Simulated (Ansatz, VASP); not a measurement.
**HfN: VASP beside Ansatz**

POSCAR

```
HfN
1.0
    0.0000000000      2.4548220000      2.2584362400
    2.4548220000      0.0000000000      2.2584362400
    2.4548220000      2.4548220000      0.0000000000
Hf N
1 1
Direct
    0.0000000000      0.0000000000      0.0000000000
    0.7500000000      0.7500000000      0.7500000000
```

The input INCAR.step1:

```
SYSTEM = HfN
PREC     = Accurate       ! precision mode
ENCUT    = 520            ! plane-wave cutoff, eV
ISMEAR   = 0              ! smearing method
SIGMA    = 0.15           ! smearing width, eV
LREAL    = .False.        ! projectors in reciprocal space
LASPH    = .True.         ! aspherical terms in the spheres
NELM     = 80             ! most SCF steps
NBANDS   = 14             ! bands
GGA      = PE             ! functional
ALGO     = Normal         ! electronic algorithm
EDIFF    = 1E-4           ! SCF threshold, eV
LWAVE    = .True.         ! write WAVECAR
LCHARG   = .False.        ! write CHGCAR
```

INCAR.step2

```
SYSTEM = HfN
PREC     = Accurate       ! precision mode
ENCUT    = 520            ! plane-wave cutoff, eV
EDIFF    = 1E-6           ! SCF threshold, eV
ISMEAR   = 0              ! smearing method
SIGMA    = 0.15           ! smearing width, eV
LREAL    = .False.        ! projectors in reciprocal space
LASPH    = .True.         ! aspherical terms in the spheres
NELM     = 80             ! most SCF steps
ALGO     = Normal         ! electronic algorithm
ISIF     = 2              ! what is computed and relaxed
LWAVE    = .False.        ! write WAVECAR
LCHARG   = .False.        ! write CHGCAR
METAGGA  = R2SCAN         ! meta-GGA
LMIXTAU  = .True.       
NBANDS   = 14             ! bands
ISTART   = 1
```

KPOINTS

```
regular mesh
0
Gamma
  16 16 16
  0 0 0
```

Input for Ansatz:

```yaml
crystal:
  lattice:
    - [0.0, 2.454822, 2.25843624]
    - [2.454822, 0.0, 2.25843624]
    - [2.454822, 2.454822, 0.0]
  atoms:
    - { symbol: Hf, position: [0.0, 0.0, 0.0] }
    - { symbol: "N", position: [0.75, 0.75, 0.75] }
basis:
  ecutwfc: 500
kpoints:
  mp_grid: { grid: [16, 16, 16] }
hamiltonian:
  xc: r2scan
scf:
  occupations: { method: gaussian, width: 0.15 }
output:
  forces: true
  stress: true
  eigenvalues: true
```

Change from the starting cell: strain +0.000 along x and y, -0.080 along z, atoms carried along.

Alike in both runs: task single point; functional r2SCAN; k mesh 16 × 16 × 16; occupations gaussian, width 0.15 eV; no spin polarisation.

|  | VASP | Ansatz |
| --- | --- | --- |
| version | VASP 6.6.1 | Ansatz 0.2.0 |
| potentials or method | VASP PAW PBE potentials, release 64 (Hf_pv, N), cutoff 520 eV | scalar-relativistic, plane waves, PAW |
| valence electrons in the cell | 15 | 31 |

|  | VASP | Ansatz | Ansatz less VASP |
| --- | --- | --- | --- |
| gap on the k mesh at the Fermi level (eV) | none | none | - |
| pressure (GPa) | 15.2 | 16.4 | +1.21 |
| traceless stress, the component that is largest in VASP (GPa) | 7.55 | 7.53 | -0.019 |

VASP's potentials were made for PBE, not for r2SCAN. A gap of «none» marks a metal or a gap that the smearing closes. With one functional, cell and mesh, what is left measures potentials, basis and numerics. VASP's potentials hold 15 valence electrons a cell and Ansatz's 31, so a difference there can come from the potentials and not from the codes.

Neither program's run includes spin-orbit coupling.
